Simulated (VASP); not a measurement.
# Nb (Fm-3m) in VASP: a series of runs

Runs on Nb. Level: LDA. Tasks: electric field gradients, density of states.

Program: VASP 6.6.1. These are calculated values, not measurements. Logs are shortened: lines on timing, memory, paths and dates and some standing lists are left out, and cuts for length are marked.

## Step 1: The cell of the first run

The structure is cubic, space group Fm-3m (No. 225). The conventional cell has a = 4.230 Å, b = 4.230 Å, c = 4.230 Å, α = 90.00°, β = 90.00°, γ = 90.00°. Nb (site symmetry m-3m) has 12 Nb at 2.99 Å within 3.9 Å.

## Step 2: Electric field gradients, LDA

Input file INCAR:

```
  ALGO = Normal
  EDIFF = 1E-8
  ENCUT = 520
  ISIF = 2
  ISMEAR = -1
  LASPH = T
  LCHARG = F
  LEFG = T
  LREAL = F
  LWAVE = F
  NBANDS = 12
  NELM = 60
  PREC = Accurate
  SIGMA = 0.03
```

Input file KPOINTS:

```
k-points
0
Gamma
  13 13 13
```

Input file POSCAR:

```
Nb
1.0
    0.0000000000      2.1150000000      2.1150000000
    2.1150000000      0.0000000000      2.1150000000
    2.1150000000      2.1150000000      0.0000000000
Nb
1
Direct
    0.0000000000      0.0000000000      0.0000000000
```

Potentials or basis: VASP PAW LDA potentials, release 64 (Nb_sv).

Run with:

```console
$ cat potpaw_LDA.64/Nb_sv/POTCAR > POTCAR
$ mpirun -np 1 vasp_std > vasp.out
```

OUTCAR:

```text
EDIFF = 1E-8
   ENCUT = 520
   ISIF = 2
   ISMEAR = -1
   LASPH = T
   LREAL = F
   NELM = 60
   PREC = Accurate

 ion  position               nearest neighbor table
   1  0.000  0.000  0.000-

  LATTYP: Found a face centered cubic cell.
 ALAT       =     4.2300000000

  Lattice vectors:

 A1 = (   0.0000000000,   2.1150000000,   2.1150000000)
 A2 = (   2.1150000000,   0.0000000000,   2.1150000000)
 A3 = (   2.1150000000,   2.1150000000,   0.0000000000)

Analysis of symmetry for initial positions (statically):
=====================================================================
 Subroutine PRICEL returns:
 Original cell was already a primitive cell.

 Routine SETGRP: Setting up the symmetry group for a
 face centered cubic supercell.

 Subroutine GETGRP returns: Found 48 space group operations
 (whereof 48 operations were pure point group operations)
 out of a pool of 48 trial point group operations.

The static configuration has the point symmetry O_h .

Analysis of symmetry for dynamics (positions and initial velocities):
=====================================================================
 Subroutine PRICEL returns:
 Original cell was already a primitive cell.

 Routine SETGRP: Setting up the symmetry group for a
 face centered cubic supercell.

 Subroutine GETGRP returns: Found 48 space group operations
 (whereof 48 operations were pure point group operations)
 out of a pool of 48 trial point group operations.

The dynamic configuration has the point symmetry O_h .

 Subroutine INISYM returns: Found 48 space group operations
 (whereof 48 operations are pure point group operations),
 and found     1 'primitive' translations

----------------------------------------------------------------------------------------

                                     Primitive cell

  volume of cell :      18.9217

  direct lattice vectors                    reciprocal lattice vectors
     0.000000000  2.115000000  2.115000000    -0.236406619  0.236406619  0.236406619
     2.115000000  0.000000000  2.115000000     0.236406619 -0.236406619  0.236406619
     2.115000000  2.115000000  0.000000000     0.236406619  0.236406619 -0.236406619

  length of vectors
     2.991061684  2.991061684  2.991061684     0.409468276  0.409468276  0.409468276

  position of ions in fractional coordinates (direct lattice)
     0.000000000  0.000000000  0.000000000

  ion indices of the primitive-cell ions
   primitive index   ion index
                 1           1

----------------------------------------------------------------------------------------

 KPOINTS: k-points

Automatic generation of k-mesh.
 Grid dimensions read from file:
 generate k-points for:   13   13   13

 Generating k-lattice:

  Cartesian coordinates                     Fractional coordinates (reciprocal lattice)
    -0.018185125  0.018185125  0.018185125     0.076923077  0.000000000  0.000000000
     0.018185125 -0.018185125  0.018185125     0.000000000  0.076923077  0.000000000
     0.018185125  0.018185125 -0.018185125     0.000000000  0.000000000  0.076923077

  Length of vectors
     0.031497560  0.031497560  0.031497560

  Shift w.r.t. Gamma in fractional coordinates (k-lattice)
     0.000000000  0.000000000  0.000000000

 Subroutine IBZKPT returns following result:
 ===========================================

 Found     84 irreducible k-points:

 Following reciprocal coordinates:
            Coordinates               Weight
  0.000000  0.000000  0.000000      1.000000
  0.076923  0.000000  0.000000      8.000000
  0.153846  0.000000  0.000000      8.000000
  0.230769  0.000000  0.000000      8.000000
  0.307692  0.000000  0.000000      8.000000
  0.384615  0.000000  0.000000      8.000000
[... 16 lines left out ...]
  0.384615  0.153846  0.000000     24.000000
  0.461538  0.153846  0.000000     24.000000
 [... further k-points ...]
   k-points           NKPTS =     84   k-points in BZ     NKDIM =     84   number of bands    NBANDS=     12
   number of dos      NEDOS =    301   number of ions     NIONS =      1
   total plane-waves  NPLWV =  13824
   dimension x,y,z NGX =    24 NGY =   24 NGZ =   24
   dimension x,y,z NGXF=    48 NGYF=   48 NGZF=   48
   ions per type =               1
   NGX,Y,Z   is equivalent  to a cutoff of  13.34, 13.34, 13.34 a.u.
   NGXF,Y,Z  is equivalent  to a cutoff of  26.68, 26.68, 26.68 a.u.
 SYSTEM =  unknown system
   PREC   = accura    normal or accurate (medium, high low for compatibility)
   ISTART =      0    job   : 0-new  1-cont  2-samecut
   ICHARG =      2    charge: 1-file 2-atom 10-const
   ISPIN  =      1    spin polarized calculation?
   LNONCOLLINEAR =      F non collinear calculations
   LSORBIT =      F    spin-orbit coupling
   LASPH  =      T    aspherical Exc in radial PAW
   ENCUT  =  520.0 eV  38.22 Ry    6.18 a.u.   5.56  5.56  5.56*2*pi/ulx,y,z
   NELM   =     60;   NELMIN=  2; NELMDL= -5     # of ELM steps
   EDIFF  = 0.1E-07   stopping-criterion for ELM
   LREAL  =      F    real-space projection
   EDIFFG = 0.1E-06   stopping-criterion for IOM
   NSW    =      0    number of steps for IOM
   IBRION =     -1    ionic relax: 0-MD 1-quasi-New 2-CG
   NFREE  =      0    steps in history (QN), initial steepest desc. (CG)
   ISIF   =      2    stress and relaxation
   ISYM   =      2    0-nonsym 1-usesym 2-fastsym
   POTIM  = 0.5000    time-step for ionic-motion
   TEBEG  =    0.0;   TEEND  =   0.0 temperature during run
   PSTRESS=    0.0 pullay stress
   NELECT =      13.0000    total number of electrons
   NUPDOWN=      -1.0000    fix difference up-down
   EMIN   =  10.00;   EMAX   =-10.00  energy-range for DOS
   EFERMI =   0.00;   METHOD = LEGACY
   ISMEAR =    -1;   SIGMA  =   0.03  broadening in eV -4-tet -1-fermi 0-gaus
   EFERMI_NEDOS =   21; number of points for ismear=-14 and -15
   IALGO  =     38    algorithm
   IMIX   =      4    mixing-type and parameters
     AMIX     =   0.40;   BMIX     =  1.00
     AMIX_MAG =   1.60;   BMIX_MAG =  1.00
  volume/ion in A,a.u.               =      18.92       127.69
  Fermi-wavevector in a.u.,A,eV,Ry     =   1.444560  2.729823 28.392005  2.086754
  Thomas-Fermi vector in A             =   2.562841
   LORBIT       =      0    0 simple, 1 ext, 2 COOP (PROOUT), +10 PAW based schemes
   GGA     = CA    functional components
   LHFCALC =     F    Hartree Fock is set to
   AEXX    =    0.0000 exact exchange contribution
   IVDW    =     0    specifies the selected vdW correction
   LEPSILON=     F    determine dielectric tensor
   LRPA    =     F    only Hartree local field effects (RPA)
 non-spin polarized calculation
  energy-cutoff  :      520.00
  volume of cell :       18.92
 maximum number of plane-waves:       532
   NGX = 11   NGY = 11   NGZ = 11

 number of electron      13.0000001 magnetization

 Free energy of the ion-electron system (eV)
  ---------------------------------------------------
  ext. energy  EPLUGINS =         0.00000000
  ---------------------------------------------------
  free energy    TOTEN  =       -10.84974275 eV

  energy without entropy =      -10.84459469  energy(sigma->0) =      -10.84716872

 E-fermi :  10.6262     XC(G=0): -12.4668

 val. band max:       10.6056019900   @ k =  -0.4615   0.2308   0.0000
 cond. band min:      10.6285022251   @ k =  -0.3846   0.3077   0.0000
 fundamental gap:      0.0229002351
 Fermi energy:        10.6262004968

 k-point     1 :       0.0000    0.0000    0.0000
  band No.  band energies     occupation
      1     -43.8411      2.00000
      2     -19.3981      2.00000
      3     -19.3981      2.00000
      4     -19.3981      2.00000
      5       4.4758      2.00000
      6      10.7418      0.04158
      7      10.7418      0.04158
      8      10.7418      0.04158
      9      13.2831      0.00000
     10      13.2831      0.00000
     11      22.5248      0.00000
     12      27.1928      0.00000

 k-point     2 :       0.0769    0.0000    0.0000
  band No.  band energies     occupation
      1     -43.8303      2.00000
      2     -19.4699      2.00000
      3     -19.4070      2.00000
      4     -19.4070      2.00000
      5       4.6939      2.00000
      6      10.5775      1.67013
      7      10.8410      0.00156
      8      10.8410      0.00156
      9      13.1973      0.00000
     10      13.1973      0.00000
     11      22.9581      0.00000
     12      26.3370      0.00000
[... 316 lines left out ...]
 k-point    24 :       0.4615    0.1538    0.0000
  band No.  band energies     occupation
      1     -43.6448      2.00000
      2     -20.4266      2.00000
      3     -19.6833      2.00000
      4     -19.6126      2.00000
      5       7.4758      2.00000
      6       9.6485      2.00000
      7      10.6350      0.85503
      8      11.3659      0.00000
      9      15.3285      0.00000
     10      15.7609      0.00000
     11      21.2931      0.00000
     12      24.1794      0.00000

 [... further k-points ...]
[... 5 lines left out ...]
  --------------------------------------------------------------------------------------
  -------------------------------------------------------------------------------------
  Total       -1.2309551     -1.2309551     -1.2309551      0.0000000     -0.0000000      0.0000000
  in kB     -104.2297438   -104.2297438   -104.2297438      0.0000000     -0.0000000      0.0000000
  external PRESSURE =    -104.2297438 kB  Pullay stress =       0.0000000 kB

 VOLUME and BASIS-vectors are now :
 -----------------------------------------------------------------------------
  energy-cutoff  :      520.00
  volume of cell :       18.92
      direct lattice vectors                 reciprocal lattice vectors
     0.000000000  2.115000000  2.115000000    -0.236406619  0.236406619  0.236406619
     2.115000000  0.000000000  2.115000000     0.236406619 -0.236406619  0.236406619
     2.115000000  2.115000000  0.000000000     0.236406619  0.236406619 -0.236406619

 POSITION                                       TOTAL-FORCE (eV/Angst)
 -----------------------------------------------------------------------------------
      0.00000      0.00000      0.00000         0.000000     -0.000000      0.000000
 -----------------------------------------------------------------------------------
    total drift:                               -0.000000      0.000000      0.000000

  FREE ENERGIE OF THE ION-ELECTRON SYSTEM (eV)
  ---------------------------------------------------
  free  energy   TOTEN  =       -10.8497427509 eV

  energy  without entropy=      -10.8445946927  energy(sigma->0) =      -10.84716872

 Electric field gradients (V/A^2)
---------------------------------------------------------------------
 ion       V_xx      V_yy      V_zz      V_xy      V_xz      V_yz
---------------------------------------------------------------------
   1      -0.000     0.000     0.000     0.000     0.000     0.000
---------------------------------------------------------------------

 Electric field gradients after diagonalization (V/A^2)
 (convention: |V_zz| > |V_xx| > |V_yy|)
----------------------------------------------------------------------
 ion       V_xx      V_yy      V_zz     asymmetry (V_yy - V_xx)/ V_zz
----------------------------------------------------------------------
   1      -0.000    -0.000     0.000       0.000
----------------------------------------------------------------------

           NMR quadrupolar parameters

 Cq : quadrupolar parameter    Cq=e*Q*V_zz/h
 eta: asymmetry parameters     (V_yy - V_xx)/ V_zz
 Q  : nuclear electric quadrupole moment in mb (millibarn)
----------------------------------------------------------------------
 ion       Cq(MHz)       eta       Q (mb)
----------------------------------------------------------------------
   1       0.000       0.000       1.000
----------------------------------------------------------------------
```

Run time: 6.6 s. Hardware: 1 thread of Intel Xeon 6975P-C (Granite Rapids), shared host; peak memory 0.13 GiB.

What came out:

* Free energy: -10.8497 eV
* Pressure: -10.4 GPa

Levels at points of the mesh, in eV from the Fermi level:
```csv
k point,band 2,band 3,band 4,band 5,band 6,band 7,band 8,band 9,band 10,band 11
"(0.00, 0.00, 0.00)",-30.02,-30.02,-30.02,-6.15,0.12,0.12,0.12,2.66,2.66,11.90
```

Caveat: without QUAD_EFG the Cq values of the log hold for a quadrupole moment of 1 mb, not for the nuclei.

## Step 3: Electric field gradients, LDA

Input file INCAR:

```
SYSTEM = Nb
PREC = Accurate
ENCUT = 520
EDIFF = 1E-8
ISMEAR = -1
SIGMA = 0.03
LREAL = .FALSE.
LASPH = .TRUE.
NELM = 100
ALGO = Normal
ISIF = 2
LWAVE = .FALSE.
LCHARG = .FALSE.
GGA = CA
LEFG = .TRUE.
NBANDS = 12
```

Input file KPOINTS:

```
Automatic mesh
0
G
  13 13 13
  0 0 0
```

POSCAR is that of step 2.

Potentials or basis: VASP PAW LDA potentials, release 64 (Nb_sv).

Run with:

```console
$ cat potpaw_LDA.64/Nb_sv/POTCAR > POTCAR
$ mpirun -np 1 vasp_std > vasp.out
```

OUTCAR:

```text
SYSTEM = Nb
   PREC = Accurate
   ENCUT = 520
   EDIFF = 1E-8
   ISMEAR = -1
   LREAL = .FALSE.
   LASPH = .TRUE.
   NELM = 100
   ISIF = 2
   GGA = CA

 ion  position               nearest neighbor table
   1  0.000  0.000  0.000-

  LATTYP: Found a face centered cubic cell.
 ALAT       =     4.2300000000

  Lattice vectors:

 A1 = (   0.0000000000,   2.1150000000,   2.1150000000)
 A2 = (   2.1150000000,   0.0000000000,   2.1150000000)
 A3 = (   2.1150000000,   2.1150000000,   0.0000000000)

[... 563 lines left out ...]
    total drift:                               -0.000000      0.000000      0.000000

  FREE ENERGIE OF THE ION-ELECTRON SYSTEM (eV)
  ---------------------------------------------------
  free  energy   TOTEN  =       -10.8497427509 eV

  energy  without entropy=      -10.8445946927  energy(sigma->0) =      -10.84716872

 Electric field gradients (V/A^2)
---------------------------------------------------------------------
 ion       V_xx      V_yy      V_zz      V_xy      V_xz      V_yz
---------------------------------------------------------------------
   1      -0.000     0.000     0.000     0.000     0.000     0.000
---------------------------------------------------------------------

 Electric field gradients after diagonalization (V/A^2)
 (convention: |V_zz| > |V_xx| > |V_yy|)
----------------------------------------------------------------------
 ion       V_xx      V_yy      V_zz     asymmetry (V_yy - V_xx)/ V_zz
----------------------------------------------------------------------
   1      -0.000    -0.000     0.000       0.000
----------------------------------------------------------------------

           NMR quadrupolar parameters

 Cq : quadrupolar parameter    Cq=e*Q*V_zz/h
 eta: asymmetry parameters     (V_yy - V_xx)/ V_zz
 Q  : nuclear electric quadrupole moment in mb (millibarn)
----------------------------------------------------------------------
 ion       Cq(MHz)       eta       Q (mb)
----------------------------------------------------------------------
   1       0.000       0.000       1.000
----------------------------------------------------------------------
```

stdout:

```text
POSCAR found type information on POSCAR Nb
 POSCAR found :  1 types and       1 ions
 scaLAPACK will be used
 LDA part: xc-table for (Slater(with rela. corr.)+CA(PZ))
 , standard interpolation
 POSCAR, INCAR and KPOINTS ok, starting setup
 FFT: planning ... GRIDC
 FFT: planning ... GRID_SOFT
 FFT: planning ... GRID
 WAVECAR not read
 entering main loop
ion   1
```

It took 6.5 s on 1 thread of Intel Xeon 6975P-C (Granite Rapids), shared host; peak memory 0.14 GiB.

Results:

```
Free energy : -10.8497 eV
Pressure    : -10.4 GPa
```

Levels at points of the mesh, in eV from the Fermi level:
```tsv
k point	band 4	band 5	band 6	band 7	band 8	band 9
(0.00, 0.00, 0.00)	-30.02	-6.15	0.12	0.12	0.12	2.66
```

Caveat: without QUAD_EFG the Cq values of the log hold for a quadrupole moment of 1 mb, not for the nuclei.

## Step 4: Density of states, LDA

POSCAR is that of step 3.

Input file INCAR.step1:

```
SYSTEM = Nb
  PREC = Accurate
  ENCUT = 520
  EDIFF = 1E-6
  ISMEAR = -1
  SIGMA = 0.03
  LREAL = .FALSE.
  LASPH = .TRUE.
  NELM = 100
  ALGO = Normal
  ISIF = 2
  LWAVE = .FALSE.
  LCHARG = .TRUE.
  LMAXMIX = 4
  NBANDS = 12
```

Input file KPOINTS.step1:

```
regular mesh
0
G
  13 13 13
  0 0 0
```

Input file INCAR.step2:

```
SYSTEM = Nb
  PREC = Accurate
  ENCUT = 520
  EDIFF = 1E-6
  ISMEAR = -5
  SIGMA = 0.03
  LREAL = .FALSE.
  LASPH = .TRUE.
  NELM = 100
  ALGO = Normal
  ISIF = 2
  LWAVE = .FALSE.
  LCHARG = .FALSE.
  LMAXMIX = 4
  LORBIT = 10
  NBANDS = 12
  NEDOS = 2001
  ICHARG = 11
```

Input file KPOINTS.step2:

```
regular mesh
0
G
  20 20 20
  0 0 0
```

Run with:

```console
$ cat potpaw_LDA.64/Nb_sv/POTCAR > POTCAR
$ cp INCAR.step1 INCAR
$ cp KPOINTS.step1 KPOINTS
$ mpirun -np 1 vasp_std > vasp.out
$ cp INCAR.step2 INCAR
$ cp KPOINTS.step2 KPOINTS
$ mpirun -np 1 vasp_std > vasp.out
```

It took 16 s on 1 thread of Intel Xeon 6975P-C (Granite Rapids), shared host; peak memory 0.17 GiB.

The run converged. Its results:

```
Valence electrons inside the program's atomic spheres : Nb 10.65
```

Levels at points of the mesh, in eV from the Fermi level:
| k point | band 3 | band 4 | band 5 | band 6 | band 7 | band 8 | band 9 | band 10 |
| --- | --- | --- | --- | --- | --- | --- | --- | --- |
| (0.00, 0.00, 0.00) | -30.05 | -30.05 | -6.17 | 0.09 | 0.09 | 0.09 | 2.63 | 2.63 |
| (0.50, 0.00, 0.00) | -30.20 | -30.20 | -3.80 | -0.10 | -0.10 | 1.42 | 4.61 | 4.61 |
| (0.50, 0.50, 0.00) | -30.47 | -30.47 | -4.01 | -3.28 | 3.59 | 4.57 | 5.18 | 5.18 |

Caveat: tetrahedron occupations give inexact forces and stress in metals.
